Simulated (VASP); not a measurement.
# Ta in VASP: single point with PBEsol

Aim: the single point of Ta with PBEsol.

Program: VASP 6.6.1. These are calculated values, not measurements. Logs are shortened: lines on timing, memory, paths and dates and some standing lists are left out, and cuts for length are marked.

**1. The cell of the first run**

The cell holds a wire or tube with vacuum around it, 22 atoms: a = 19.700 Å, b = 18.600 Å, c = 2.768 Å, α = 90.00°, β = 90.00°, γ = 90.00°.

**2. Single point, PBEsol**

File INCAR:

```
  ALGO = Normal
  EDIFF = 1E-6
  ENCUT = 520
  GGA = PS
  ISIF = 2
  ISMEAR = 0
  KPAR = 4
  LASPH = T
  LCHARG = F
  LREAL = Auto
  LWAVE = F
  NBANDS = 138
  NELM = 80
  PREC = Accurate
  SIGMA = 0.05
```

File KPOINTS:

```
k-points
0
Gamma
  1 1 19
```

File POSCAR:

```
Ta
1.0
   19.7000000000      0.0000000000      0.0000000000
    0.0000000000     18.6000000000      0.0000000000
    0.0000000000      0.0000000000      2.7675945663
Ta
22
Direct
    0.3650097388      0.3785306834     -0.0192739292
    0.3024681293      0.2593159319      0.6582388076
    0.3650097388      0.6214693166     -0.0192739292
    0.2890584999      0.5000000000      0.6734265944
    0.3024681293      0.7406840681      0.6582388076
    0.5673308078      0.2546386743      0.0214030031
    0.5695128285      0.5000000000      0.0109743177
    0.5000000000      0.3771415236      0.6666666667
    0.5673308078      0.7453613257      0.0214030031
    0.5000000000      0.6228584764      0.6666666667
    0.7646577732      0.3721235121      0.0642327701
    0.6975318707      0.2593159319      0.6750945258
    0.7646577732      0.6278764879      0.0642327701
    0.7109415001      0.5000000000      0.6599067390
    0.6975318707      0.7406840681      0.6750945258
    0.2353422268      0.3721235121      0.2691005633
    0.2353422268      0.6278764879      0.2691005633
    0.4326691922      0.2546386743      0.3119303302
    0.4304871715      0.5000000000      0.3223590157
    0.4326691922      0.7453613257      0.3119303302
    0.6349902612      0.3785306834      0.3526072626
    0.6349902612      0.6214693166      0.3526072626
```

Potentials or basis: VASP PAW PBE potentials, release 64 (Ta_pv).

On the command line:

```bash
$ cat potpaw_PBE.64/Ta_pv/POTCAR > POTCAR
$ mpirun -np 4 vasp_std > vasp.out
```

OUTCAR:

```text
EDIFF = 1E-6
   ENCUT = 520
   GGA = PS
   ISIF = 2
   ISMEAR = 0
   LASPH = T
   LREAL = Auto
   NELM = 80
   PREC = Accurate

 ion  position               nearest neighbor table
   1  0.365  0.379  0.981-  16 2.68   2 2.69  19 2.77   8 2.80  18 2.82   4 2.84   2 3.15  19 3.18
                            16 3.23  18 3.24   8 3.27   4 3.32
   2  0.302  0.259  0.658-   1 2.69  16 2.70  18 2.74  16 3.00  18 3.14   1 3.15
   3  0.365  0.621  0.981-  17 2.68   5 2.69  19 2.77  10 2.80  20 2.82   4 2.84   5 3.15  19 3.18
                            17 3.23  20 3.24  10 3.27   4 3.32
   4  0.289  0.500  0.673-  16 2.83  17 2.83   1 2.84   3 2.84  19 2.95  17 3.08  16 3.08  19 3.31
                             1 3.32   3 3.32
   5  0.302  0.741  0.658-   3 2.69  17 2.70  20 2.74  17 3.00  20 3.14   3 3.15
   6  0.567  0.255  0.021-  12 2.74  18 2.77   8 2.81  21 2.82  12 3.14   8 3.18  21 3.24  18 3.30

   7  0.570  0.500  0.011-  21 2.77  22 2.77   8 2.83  10 2.83  19 2.87  14 2.95  21 3.18  22 3.18
                             8 3.22  10 3.22  14 3.31  19 3.34
   8  0.500  0.377  0.667-   1 2.80  21 2.80   6 2.81  18 2.81   7 2.83  19 2.83  18 3.18   6 3.18
                            19 3.22   7 3.22  21 3.27   1 3.27
   9  0.567  0.745  0.021-  15 2.74  20 2.77  10 2.81  22 2.82  15 3.14  10 3.18  22 3.24  20 3.30
[... 13 lines left out ...]
  19  0.430  0.500  0.322-   1 2.77   3 2.77   8 2.83  10 2.83   7 2.87   4 2.95   1 3.18   3 3.18
                             8 3.22  10 3.22   4 3.31   7 3.34
  20  0.433  0.745  0.312-   5 2.74   9 2.77  10 2.81   3 2.82   5 3.14  10 3.18   3 3.24   9 3.30

  21  0.635  0.379  0.353-  11 2.68  12 2.69   7 2.77   8 2.80   6 2.82  14 2.84  12 3.15   7 3.18
                            11 3.23   6 3.24   8 3.27  14 3.32
  22  0.635  0.621  0.353-  13 2.68  15 2.69   7 2.77  10 2.80   9 2.82  14 2.84  15 3.15   7 3.18
                            13 3.23   9 3.24  10 3.27  14 3.32

  LATTYP: Found a simple orthorhombic cell.
 ALAT       =     2.7675945663
 B/A-ratio  =     6.7206375625
 C/A-ratio  =     7.1180946226

  Lattice vectors:

 A1 = (   0.0000000000,   0.0000000000,  -2.7675945663)
 A2 = (   0.0000000000,  18.6000000000,   0.0000000000)
 A3 = (  19.7000000000,   0.0000000000,   0.0000000000)

Analysis of symmetry for initial positions (statically):
=====================================================================
 Subroutine PRICEL returns:
 Original cell was already a primitive cell.

 Routine SETGRP: Setting up the symmetry group for a
 simple orthorhombic supercell.

 Subroutine GETGRP returns: Found  4 space group operations
 (whereof  2 operations were pure point group operations)
 out of a pool of  8 trial point group operations.

The static configuration has the point symmetry C_1h.
 The point group associated with its full space group is C_2h.

Analysis of symmetry for dynamics (positions and initial velocities):
=====================================================================
 Subroutine PRICEL returns:
 Original cell was already a primitive cell.

 Routine SETGRP: Setting up the symmetry group for a
 simple orthorhombic supercell.

 Subroutine GETGRP returns: Found  4 space group operations
 (whereof  2 operations were pure point group operations)
 out of a pool of  8 trial point group operations.

The dynamic configuration has the point symmetry C_1h.
 The point group associated with its full space group is C_2h.

 Subroutine INISYM returns: Found  4 space group operations
 (whereof  2 operations are pure point group operations),
 and found     1 'primitive' translations

----------------------------------------------------------------------------------------

                                     Primitive cell

  volume of cell :    1014.1020

  direct lattice vectors                    reciprocal lattice vectors
    19.700000000  0.000000000  0.000000000     0.050761421  0.000000000  0.000000000
     0.000000000 18.600000000  0.000000000     0.000000000  0.053763441  0.000000000
     0.000000000  0.000000000  2.767594566     0.000000000  0.000000000  0.361324600

  length of vectors
    19.700000000 18.600000000  2.767594566     0.050761421  0.053763441  0.361324600

  position of ions in fractional coordinates (direct lattice)
     0.365009739  0.378530683  0.980726071
     0.302468129  0.259315932  0.658238808
     0.365009739  0.621469317  0.980726071
     0.289058500  0.500000000  0.673426594
     0.302468129  0.740684068  0.658238808
     0.567330808  0.254638674  0.021403003
[... 14 lines left out ...]
     0.634990261  0.378530683  0.352607263
     0.634990261  0.621469317  0.352607263

  ion indices of the primitive-cell ions
   primitive index   ion index
                 1           1
                 2           2
                 3           3
                 4           4
                 5           5
                 6           6
[... 14 lines left out ...]
                21          21
                22          22

----------------------------------------------------------------------------------------

 KPOINTS: k-points

Automatic generation of k-mesh.
 Grid dimensions read from file:
 generate k-points for:    1    1   19

 Generating k-lattice:

  Cartesian coordinates                     Fractional coordinates (reciprocal lattice)
     0.050761421  0.000000000  0.000000000     1.000000000  0.000000000  0.000000000
     0.000000000  0.053763441  0.000000000     0.000000000  1.000000000  0.000000000
     0.000000000  0.000000000  0.019017084     0.000000000  0.000000000  0.052631579

  Length of vectors
     0.050761421  0.053763441  0.019017084

  Shift w.r.t. Gamma in fractional coordinates (k-lattice)
     0.000000000  0.000000000  0.000000000

 Subroutine IBZKPT returns following result:
 ===========================================

 Found     10 irreducible k-points:

 Following reciprocal coordinates:
            Coordinates               Weight
  0.000000  0.000000  0.000000      1.000000
  0.000000  0.000000  0.052632      2.000000
  0.000000  0.000000  0.105263      2.000000
  0.000000  0.000000  0.157895      2.000000
  0.000000  0.000000  0.210526      2.000000
  0.000000  0.000000  0.263158      2.000000
  0.000000  0.000000  0.315789      2.000000
  0.000000  0.000000  0.368421      2.000000
  0.000000  0.000000  0.421053      2.000000
  0.000000  0.000000  0.473684      2.000000
   k-points           NKPTS =     10   k-points in BZ     NKDIM =     10   number of bands    NBANDS=    138
   number of dos      NEDOS =    301   number of ions     NIONS =     22
   total plane-waves  NPLWV = 504000
   dimension x,y,z NGX =   150 NGY =  140 NGZ =   24
   dimension x,y,z NGXF=   300 NGYF=  280 NGZF=   48
   ions per type =              22
   NGX,Y,Z   is equivalent  to a cutoff of  12.66, 12.51, 14.42 a.u.
   NGXF,Y,Z  is equivalent  to a cutoff of  25.32, 25.03, 28.83 a.u.
 SYSTEM =  unknown system
   PREC   = accura    normal or accurate (medium, high low for compatibility)
   ISTART =      0    job   : 0-new  1-cont  2-samecut
   ICHARG =      2    charge: 1-file 2-atom 10-const
   ISPIN  =      1    spin polarized calculation?
   LNONCOLLINEAR =      F non collinear calculations
   LSORBIT =      F    spin-orbit coupling
   LASPH  =      T    aspherical Exc in radial PAW
   ENCUT  =  520.0 eV  38.22 Ry    6.18 a.u.  36.63 34.58  5.15*2*pi/ulx,y,z
   NELM   =     80;   NELMIN=  2; NELMDL= -5     # of ELM steps
   EDIFF  = 0.1E-05   stopping-criterion for ELM
   LREAL  =      T    real-space projection
   EDIFFG = 0.1E-04   stopping-criterion for IOM
   NSW    =      0    number of steps for IOM
   IBRION =     -1    ionic relax: 0-MD 1-quasi-New 2-CG
   NFREE  =      0    steps in history (QN), initial steepest desc. (CG)
   ISIF   =      2    stress and relaxation
   ISYM   =      2    0-nonsym 1-usesym 2-fastsym
   POTIM  = 0.5000    time-step for ionic-motion
   TEBEG  =    0.0;   TEEND  =   0.0 temperature during run
   PSTRESS=    0.0 pullay stress
   NELECT =     242.0000    total number of electrons
   NUPDOWN=      -1.0000    fix difference up-down
   EMIN   =  10.00;   EMAX   =-10.00  energy-range for DOS
   EFERMI =   0.00;   METHOD = LEGACY
   ISMEAR =     0;   SIGMA  =   0.05  broadening in eV -4-tet -1-fermi 0-gaus
   EFERMI_NEDOS =   21; number of points for ismear=-14 and -15
   IALGO  =     38    algorithm
   IMIX   =      4    mixing-type and parameters
     AMIX     =   0.40;   BMIX     =  1.00
     AMIX_MAG =   1.60;   BMIX_MAG =  1.00
  volume/ion in A,a.u.               =      46.10       311.07
  Fermi-wavevector in a.u.,A,eV,Ry     =   1.015436  1.918897 14.029119  1.031111
  Thomas-Fermi vector in A             =   2.148722
   LORBIT       =      0    0 simple, 1 ext, 2 COOP (PROOUT), +10 PAW based schemes
   GGA     = PS    functional components
   LHFCALC =     F    Hartree Fock is set to
   AEXX    =    0.0000 exact exchange contribution
   IVDW    =     0    specifies the selected vdW correction
   LEPSILON=     F    determine dielectric tensor
   LRPA    =     F    only Hartree local field effects (RPA)
 non-spin polarized calculation
 Gauss-broadening in eV      SIGMA  =   0.05
  energy-cutoff  :      520.00
  volume of cell :     1014.10
 maximum number of plane-waves:     27400
 NGX is ok and might be reduce to   150
   NGX = 73   NGY = 69   NGZ = 11

 number of electron     242.0000001 magnetization

 Free energy of the ion-electron system (eV)
  ---------------------------------------------------
  ext. energy  EPLUGINS =         0.00000000
  ---------------------------------------------------
  free energy    TOTEN  =      -255.22413097 eV

  energy without entropy =     -255.20020427  energy(sigma->0) =     -255.21216762

 E-fermi :  -0.2304     XC(G=0):  -6.1296

 val. band max:       -0.2310099783   @ k =   0.0000   0.0000   0.0526
 cond. band min:      -0.2290991854   @ k =   0.0000   0.0000   0.2105
 fundamental gap:      0.0019107929
 Fermi energy:        -0.2303518447

 k-point     1 :       0.0000    0.0000    0.0000
  band No.  band energies     occupation
      1     -34.8526      2.00000
      2     -34.8442      2.00000
      3     -34.8418      2.00000
      4     -34.8361      2.00000
      5     -34.7489      2.00000
      6     -34.7382      2.00000
[... 1349 lines left out ...]
    132       1.4328      0.00000
    133       1.6371      0.00000
 [bands above 133 left out]

------------------------ aborting loop because EDIFF is reached ----------------------------------------

  FORCE on cell =-STRESS in cart. coord.  units (eV):
  Direction    XX          YY          ZZ          XY          YZ          ZX
  --------------------------------------------------------------------------------------
  -------------------------------------------------------------------------------------
  Total        0.2966729      0.5698958      0.6339718      0.0000000      0.0000000     -0.2571534
  in kB        0.4687127      0.9003770      1.0016106      0.0000000      0.0000000     -0.4062760
  external PRESSURE =       0.7902334 kB  Pullay stress =       0.0000000 kB

 VOLUME and BASIS-vectors are now :
 -----------------------------------------------------------------------------
  energy-cutoff  :      520.00
  volume of cell :     1014.10
      direct lattice vectors                 reciprocal lattice vectors
    19.700000000  0.000000000  0.000000000     0.050761421  0.000000000  0.000000000
     0.000000000 18.600000000  0.000000000     0.000000000  0.053763441  0.000000000
     0.000000000  0.000000000  2.767594566     0.000000000  0.000000000  0.361324600

 POSITION                                       TOTAL-FORCE (eV/Angst)
 -----------------------------------------------------------------------------------
      7.19069      7.04067      2.71425        -0.000956     -0.004981     -0.011861
      5.95862      4.82328      1.82174        -0.012184     -0.024988      0.009594
      7.19069     11.55933      2.71425        -0.000956      0.004981     -0.011861
      5.69445      9.30000      1.86377        -0.010610     -0.000000      0.006387
      5.95862     13.77672      1.82174        -0.012184      0.024988      0.009594
     11.17642      4.73628      0.05923        -0.000011     -0.009970     -0.004369
[... 14 lines left out ...]
     12.50931      7.04067      0.97587         0.000956     -0.004981      0.011861
     12.50931     11.55933      0.97587         0.000956      0.004981      0.011861
 -----------------------------------------------------------------------------------
    total drift:                                0.000000      0.000000      0.000000

  FREE ENERGIE OF THE ION-ELECTRON SYSTEM (eV)
  ---------------------------------------------------
  free  energy   TOTEN  =      -255.2241309669 eV

  energy  without entropy=     -255.2002042696  energy(sigma->0) =     -255.21216762
```

Wall time 22 min (4 MPI ranks of Intel Xeon Platinum 8488C (Sapphire Rapids), shared host); peak memory 1.5 GiB.

What came out:

```yaml
Free_energy: -255.2241 eV
Largest_force: 0.029 eV/Å
Band_gap_on_the_k_mesh: zero (bands 121 and 122 overlap by 0.74 eV)
```

Forces on the atoms (eV/Å):
```
Ta  -0.001 -0.005 -0.012
Ta  -0.012 -0.025  0.010
Ta  -0.001  0.005 -0.012
Ta  -0.011  0.000  0.006
Ta  -0.012  0.025  0.010
Ta   0.000 -0.010 -0.004
Ta   0.000  0.000 -0.007
Ta   0.000 -0.006  0.000
Ta   0.000  0.010 -0.004
Ta   0.000  0.006  0.000
Ta   0.007  0.002 -0.006
Ta   0.012 -0.025 -0.010
Ta   0.007 -0.002 -0.006
Ta   0.011  0.000 -0.006
Ta   0.012  0.025 -0.010
Ta  -0.007  0.002  0.006
Ta  -0.007 -0.002  0.006
Ta   0.000 -0.010  0.004
Ta   0.000  0.000  0.007
Ta   0.000  0.010  0.004
Ta   0.001 -0.005  0.012
Ta   0.001  0.005  0.012
```

Caveat: the PAW data sets were made with another functional, which shifts forces and pressure a little; spin-orbit coupling is left out, which moves the levels of the heavy elements.
